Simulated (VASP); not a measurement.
# SnO (Pm) in VASP: single point with r2SCAN

Aim: the single point of SnO with r2SCAN.

Everything below comes from runs of VASP 6.6.1. Logs are shortened: lines on timing, memory, paths and dates and some standing lists are left out, and cuts for length are marked.

### Step 1. The cell of the first run

It takes space group Pm (No. 6, monoclinic). Conventional cell: a = 3.802 Å, b = 3.802 Å, c = 4.836 Å, α = 90.00°, β = 90.00°, γ = 90.00°. Within 2.9 Å of Sn (site symmetry m) lie 4 O at 2.17 to 2.25 Å. Sn (site symmetry m) has 4 O at 2.20 to 2.27 Å within 2.9 Å. Within 2.9 Å of O (site symmetry m) lie 4 Sn at 2.17 to 2.25 Å and 4 O at 2.69 Å. O (site symmetry m) has 4 Sn at 2.20 to 2.27 Å and 4 O at 2.69 Å within 2.9 Å.

### Step 2. Single point, r2SCAN

The input, POSCAR:

```
SnO
1.0
    3.8020000000      0.0000000000      0.0000000000
    0.0000000000      3.8020000000      0.0000000000
    0.0000000000      0.0000000000      4.8360000000
Sn O
2 2
Direct
    0.0000000000      0.4887566333      0.2331369141
    0.5000000000     -0.0112433667      0.7561369141
    0.0000000000      0.0000000000      0.0000000000
    0.5000000000      0.5000000000      0.0000000000
```

The input, INCAR.step1:

```
SYSTEM = SnO
  PREC = Accurate
  ENCUT = 520
  ISMEAR = 0
  SIGMA = 0.03
  LREAL = .FALSE.
  LASPH = .TRUE.
  NELM = 80
  NBANDS = 28
  GGA = PE
  ALGO = Normal
  EDIFF = 1E-4
  LWAVE = .TRUE.
  LCHARG = .FALSE.
```

The input, INCAR.step2:

```
SYSTEM = SnO
  PREC = Accurate
  ENCUT = 520
  EDIFF = 1E-7
  ISMEAR = 0
  SIGMA = 0.03
  LREAL = .FALSE.
  LASPH = .TRUE.
  NELM = 80
  ALGO = Normal
  ISIF = 2
  LWAVE = .FALSE.
  LCHARG = .TRUE.
  METAGGA = R2SCAN
  LMIXTAU = .TRUE.
  LELF = .TRUE.
  LVHAR = .TRUE.
  NBANDS = 28
  ISTART = 1
```

The input, KPOINTS:

```
regular mesh
0
G
  10 10 8
  0 0 0
```

Potentials or basis: VASP PAW PBE potentials, release 64 (Sn_d, O).

Run with:

```console
cat potpaw_PBE.64/Sn_d/POTCAR potpaw_PBE.64/O/POTCAR > POTCAR
cp INCAR.step1 INCAR
mpirun -np 1 vasp_std > vasp.out
cp INCAR.step2 INCAR
mpirun -np 1 vasp_std > vasp.out
```

OUTCAR:

```text
SYSTEM = SnO
   PREC = Accurate
   ENCUT = 520
   EDIFF = 1E-7
   ISMEAR = 0
   LREAL = .FALSE.
   LASPH = .TRUE.
   NELM = 80
   ISIF = 2
   METAGGA = R2SCAN
   ISTART = 1

 ion  position               nearest neighbor table
   1  0.000  0.489  0.233-   3 2.17   4 2.21   4 2.21   3 2.25   2 3.54   2 3.54   2 3.54   2 3.54
                             2 3.69   2 3.69   2 3.69   2 3.69
   2  0.500  0.989  0.756-   4 2.20   3 2.24   3 2.24   4 2.27   1 3.54   1 3.54   1 3.54   1 3.54
                             1 3.69   1 3.69   1 3.69   1 3.69
   3  0.000  0.000  0.000-   1 2.17   2 2.24   2 2.24   1 2.25
   4  0.500  0.500  0.000-   2 2.20   1 2.21   1 2.21   2 2.27

  LATTYP: Found a simple tetragonal cell.
 ALAT       =     3.8020000000
 C/A-ratio  =     1.2719621252

  Lattice vectors:

 A1 = (   3.8020000000,   0.0000000000,   0.0000000000)
 A2 = (   0.0000000000,   3.8020000000,   0.0000000000)
 A3 = (   0.0000000000,   0.0000000000,   4.8360000000)

Analysis of symmetry for initial positions (statically):
=====================================================================
 Subroutine PRICEL returns:
 Original cell was already a primitive cell.

 Routine SETGRP: Setting up the symmetry group for a
 simple tetragonal supercell.

 Subroutine GETGRP returns: Found  2 space group operations
 (whereof  2 operations were pure point group operations)
 out of a pool of 16 trial point group operations.

The static configuration has the point symmetry C_1h.

Analysis of symmetry for dynamics (positions and initial velocities):
=====================================================================
 Subroutine PRICEL returns:
 Original cell was already a primitive cell.

 Routine SETGRP: Setting up the symmetry group for a
 simple tetragonal supercell.

 Subroutine GETGRP returns: Found  2 space group operations
 (whereof  2 operations were pure point group operations)
 out of a pool of 16 trial point group operations.

The dynamic configuration has the point symmetry C_1h.

 Subroutine INISYM returns: Found  2 space group operations
 (whereof  2 operations are pure point group operations),
 and found     1 'primitive' translations

----------------------------------------------------------------------------------------

                                     Primitive cell

  volume of cell :      69.9054

  direct lattice vectors                    reciprocal lattice vectors
     3.802000000  0.000000000  0.000000000     0.263019463  0.000000000  0.000000000
     0.000000000  3.802000000  0.000000000     0.000000000  0.263019463  0.000000000
     0.000000000  0.000000000  4.836000000     0.000000000  0.000000000  0.206782465

  length of vectors
     3.802000000  3.802000000  4.836000000     0.263019463  0.263019463  0.206782465

  position of ions in fractional coordinates (direct lattice)
     0.000000000  0.488756633  0.233136914
     0.500000000  0.988756633  0.756136914
     0.000000000  0.000000000  0.000000000
     0.500000000  0.500000000  0.000000000

  ion indices of the primitive-cell ions
   primitive index   ion index
                 1           1
                 2           2
                 3           3
                 4           4

----------------------------------------------------------------------------------------

 KPOINTS: regular mesh

Automatic generation of k-mesh.
 Grid dimensions read from file:
 generate k-points for:   10   10    8

 Generating k-lattice:

  Cartesian coordinates                     Fractional coordinates (reciprocal lattice)
     0.026301946  0.000000000  0.000000000     0.100000000  0.000000000  0.000000000
     0.000000000  0.026301946  0.000000000     0.000000000  0.100000000  0.000000000
     0.000000000  0.000000000  0.025847808     0.000000000  0.000000000  0.125000000

  Length of vectors
     0.026301946  0.026301946  0.025847808

  Shift w.r.t. Gamma in fractional coordinates (k-lattice)
     0.000000000  0.000000000  0.000000000

 Subroutine IBZKPT returns following result:
 ===========================================

 Found    252 irreducible k-points:

 Following reciprocal coordinates:
            Coordinates               Weight
  0.000000  0.000000  0.000000      1.000000
  0.100000  0.000000  0.000000      2.000000
  0.000000  0.100000  0.000000      2.000000
  0.200000  0.000000  0.000000      2.000000
  0.000000  0.200000  0.000000      2.000000
  0.300000  0.000000  0.000000      2.000000
[... 16 lines left out ...]
 -0.200000  0.300000  0.000000      4.000000
  0.400000  0.200000  0.000000      4.000000
 [... further k-points ...]
   k-points           NKPTS =    252   k-points in BZ     NKDIM =    252   number of bands    NBANDS=     28
   number of dos      NEDOS =    301   number of ions     NIONS =      4
   total plane-waves  NPLWV =  28224
   dimension x,y,z NGX =    28 NGY =   28 NGZ =   36
   dimension x,y,z NGXF=    56 NGYF=   56 NGZF=   72
   ions per type =               2   2
   NGX,Y,Z   is equivalent  to a cutoff of  12.24, 12.24, 12.38 a.u.
   NGXF,Y,Z  is equivalent  to a cutoff of  24.49, 24.49, 24.75 a.u.
 SYSTEM =  SnO
   PREC   = accura    normal or accurate (medium, high low for compatibility)
   ISTART =      1    job   : 0-new  1-cont  2-samecut
   ICHARG =      0    charge: 1-file 2-atom 10-const
   ISPIN  =      1    spin polarized calculation?
   LNONCOLLINEAR =      F non collinear calculations
   LSORBIT =      F    spin-orbit coupling
   LASPH  =      T    aspherical Exc in radial PAW
   ENCUT  =  520.0 eV  38.22 Ry    6.18 a.u.   7.07  7.07  8.99*2*pi/ulx,y,z
   NELM   =     80;   NELMIN=  2; NELMDL=  0     # of ELM steps
   EDIFF  = 0.1E-06   stopping-criterion for ELM
   LREAL  =      F    real-space projection
   EDIFFG = 0.1E-05   stopping-criterion for IOM
   NSW    =      0    number of steps for IOM
   IBRION =     -1    ionic relax: 0-MD 1-quasi-New 2-CG
   NFREE  =      0    steps in history (QN), initial steepest desc. (CG)
   ISIF   =      2    stress and relaxation
   ISYM   =      2    0-nonsym 1-usesym 2-fastsym
   POTIM  = 0.5000    time-step for ionic-motion
   TEBEG  =    0.0;   TEEND  =   0.0 temperature during run
   PSTRESS=    0.0 pullay stress
   NELECT =      40.0000    total number of electrons
   NUPDOWN=      -1.0000    fix difference up-down
   EMIN   =  10.00;   EMAX   =-10.00  energy-range for DOS
   EFERMI =   0.00;   METHOD = LEGACY
   ISMEAR =     0;   SIGMA  =   0.03  broadening in eV -4-tet -1-fermi 0-gaus
   EFERMI_NEDOS =   21; number of points for ismear=-14 and -15
   IALGO  =     38    algorithm
   IMIX   =      4    mixing-type and parameters
     AMIX     =   0.40;   BMIX     =  1.00
     AMIX_MAG =   1.60;   BMIX_MAG =  1.00
  volume/ion in A,a.u.               =      17.48       117.94
  Fermi-wavevector in a.u.,A,eV,Ry     =   1.359121  2.568365 25.132801  1.847209
  Thomas-Fermi vector in A             =   2.485896
   LORBIT       =      0    0 simple, 1 ext, 2 COOP (PROOUT), +10 PAW based schemes
   METAGGA = R2SCAN    functional components
   LHFCALC =     F    Hartree Fock is set to
   AEXX    =    0.0000 exact exchange contribution
   IVDW    =     0    specifies the selected vdW correction
   LEPSILON=     F    determine dielectric tensor
   LRPA    =     F    only Hartree local field effects (RPA)
 non-spin polarized calculation
 Gauss-broadening in eV      SIGMA  =   0.03
  energy-cutoff  :      520.00
  volume of cell :       69.91
 maximum number of plane-waves:      1904
   NGX = 15   NGY = 15   NGZ = 17

 number of electron      39.9999988 magnetization

 Free energy of the ion-electron system (eV)
  ---------------------------------------------------
  ext. energy  EPLUGINS =         0.00000000
  ---------------------------------------------------
  free energy    TOTEN  =       -66.88826425 eV

  energy without entropy =      -66.88826403  energy(sigma->0) =      -66.88826414

 E-fermi :   7.2817     XC(G=0): -10.9508

 val. band max:        7.2122631039   @ k =   0.0000   0.0000   0.0000
 cond. band min:       7.3550546876   @ k =   0.5000   0.5000   0.0000
 fundamental gap:      0.1427915837
 Fermi energy:         7.2817420675

 k-point     1 :       0.0000    0.0000    0.0000
  band No.  band energies     occupation
      1     -15.7804      2.00000
      2     -15.2234      2.00000
      3     -15.2153      2.00000
      4     -15.2150      2.00000
      5     -15.1779      2.00000
      6     -15.1510      2.00000
[... 20 lines left out ...]
     27      14.2143      0.00000
     28      14.8618      0.00000

 k-point     2 :       0.1000    0.0000    0.0000
  band No.  band energies     occupation
      1     -15.7747      2.00000
      2     -15.2334      2.00000
      3     -15.2146      2.00000
      4     -15.2106      2.00000
      5     -15.1848      2.00000
      6     -15.1690      2.00000
[... 20 lines left out ...]
     27      14.4173      0.00000
     28      15.6523      0.00000

 k-point     3 :       0.0000    0.1000    0.0000
  band No.  band energies     occupation
      1     -15.7746      2.00000
      2     -15.2325      2.00000
      3     -15.2129      2.00000
      4     -15.2119      2.00000
      5     -15.1788      2.00000
      6     -15.1774      2.00000
[... 20 lines left out ...]
     27      14.4177      0.00000
     28      15.6548      0.00000

 k-point     4 :       0.2000    0.0000    0.0000
  band No.  band energies     occupation
      1     -15.7583      2.00000
      2     -15.3356      2.00000
      3     -15.2080      2.00000
      4     -15.2007      2.00000
      5     -15.1952      2.00000
      6     -15.1773      2.00000
[... 578 lines left out ...]
     27      15.5451      0.00000
     28      16.3499      0.00000

 k-point    23 :      -0.2000    0.3000    0.0000
  band No.  band energies     occupation
      1     -15.7272      2.00000
      2     -15.5248      2.00000
      3     -15.2213      2.00000
      4     -15.1928      2.00000
      5     -15.1787      2.00000
      6     -15.1500      2.00000
[... 20 lines left out ...]
     27      15.5459      0.00000
     28      16.3482      0.00000

 k-point    24 :       0.4000    0.2000    0.0000
  band No.  band energies     occupation
      1     -15.7020      2.00000
      2     -15.6030      2.00000
      3     -15.2122      2.00000
      4     -15.1960      2.00000
      5     -15.1691      2.00000
      6     -15.1457      2.00000
[... 20 lines left out ...]
     27      15.3750      0.00000
     28      16.0433      0.00000

 [... further k-points ...]

------------------------ aborting loop because EDIFF is reached ----------------------------------------

  FORCE on cell =-STRESS in cart. coord.  units (eV):
  Direction    XX          YY          ZZ          XY          YZ          ZX
  --------------------------------------------------------------------------------------
  -------------------------------------------------------------------------------------
  Total        0.3381877      0.4424671      0.2298281      0.0000000      0.0311220      0.0000000
  in kB        7.7510022     10.1410070      5.2674847      0.0000000      0.7132923      0.0000000
  external PRESSURE =       7.7198313 kB  Pullay stress =       0.0000000 kB

 VOLUME and BASIS-vectors are now :
 -----------------------------------------------------------------------------
  energy-cutoff  :      520.00
  volume of cell :       69.91
      direct lattice vectors                 reciprocal lattice vectors
     3.802000000  0.000000000  0.000000000     0.263019463  0.000000000  0.000000000
     0.000000000  3.802000000  0.000000000     0.000000000  0.263019463  0.000000000
     0.000000000  0.000000000  4.836000000     0.000000000  0.000000000  0.206782465

 POSITION                                       TOTAL-FORCE (eV/Angst)
 -----------------------------------------------------------------------------------
      0.00000      1.85825      1.12745         0.000000      0.179437      0.198460
      1.90100      3.75925      3.65668         0.000000      0.138741      0.199133
      0.00000      0.00000      0.00000         0.000000     -0.182052     -0.217385
      1.90100      1.90100      0.00000         0.000000     -0.136126     -0.180207
 -----------------------------------------------------------------------------------
    total drift:                                0.000000     -0.001565      0.004052

  FREE ENERGIE OF THE ION-ELECTRON SYSTEM (eV)
  ---------------------------------------------------
  free  energy   TOTEN  =       -66.8882642455 eV

  energy  without entropy=      -66.8882640347  energy(sigma->0) =      -66.88826414
```

Wall time 30 min (1 thread of Intel Xeon Platinum 8259CL at 2.50GHz (Skylake/Cascade Lake), shared host); peak memory 0.47 GiB.

What came out:

```
Free energy            : -66.8883 eV
Pressure               : 0.8 GPa
Largest force          : 0.284 eV/Å
Band gap on the k mesh : 0.14 eV (least direct gap 2.21 eV)
```

Forces on the atoms (eV/Å):
```
Sn   0.000  0.179  0.198
Sn   0.000  0.139  0.199
O    0.000 -0.182 -0.217
O    0.000 -0.136 -0.180
```

Stress tensor (GPa, compression positive):
```
0.78 0.00 0.00
0.00 1.01 0.07
0.00 0.07 0.53
```

Caveat: the cell differs from its parent crystal (all Sn atoms moved +0.050 Å, as atom 1 towards its neighbour atom 3 (O) at 2.224 Å); semilocal functionals underestimate gaps, and a narrow one can read as zero; the PAW data sets were made with another functional, which shifts forces and pressure a little; spin-orbit coupling is left out, which moves the levels of the heavy elements. A k mesh can miss the band edges.
